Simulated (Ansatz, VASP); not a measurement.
# Hf2AlN3: VASP beside Ansatz

```
CELL_PARAMETERS angstrom
3.36349 0.00000 0.00000
-1.68174 2.91286 0.00000
0.00000 0.00000 16.67009
ATOMIC_POSITIONS crystal
Hf 0.33333 0.66667 0.33866
Hf 0.33333 0.66667 0.66534
Hf 0.66667 0.33333 0.16534
Hf 0.66667 0.33333 0.83866
Al 0.33333 0.66667 0.00023
Al 0.66667 0.33333 0.50023
N 0.33333 0.66667 0.11462
N 0.33333 0.66667 0.47080
N 0.33333 0.66667 0.79535
N 0.66667 0.33333 0.29535
N 0.66667 0.33333 0.61462
N 0.66667 0.33333 0.97080
```

Alike in both runs: functional PBE; k mesh 12 × 12 × 4; occupations gaussian, width 0.1 eV; no spin polarisation.

Ansatz relaxed the structure, and its values are those at the end. VASP's run is a single point on that final structure, the one shown.

|  | VASP | Ansatz |
| --- | --- | --- |
| version | VASP 6.6.1 | Ansatz 0.2.0 |
| potentials or method | VASP PAW PBE potentials, release 64 (Hf_pv, Al, N), cutoff 520 eV | scalar-relativistic, plane waves, PAW |
| valence electrons in the cell | 76 | 140 |

|  | VASP | Ansatz | Ansatz less VASP |
| --- | --- | --- | --- |
| gap on the k mesh at the Fermi level (eV) | none | none | - |
| pressure (GPa) | -0.7 | 0.0 | +0.78 |
| rms of the force components (eV/Å) | 0.019 | 0.001 | -0.0181 |

A gap of «none» marks a metal or a gap that the smearing closes. The functional is the same, so the differences come from potentials, cutoffs and numerics. VASP's potentials hold 76 valence electrons a cell and Ansatz's 140, so a difference there can come from the potentials and not from the codes.

Spin-orbit coupling is off throughout.
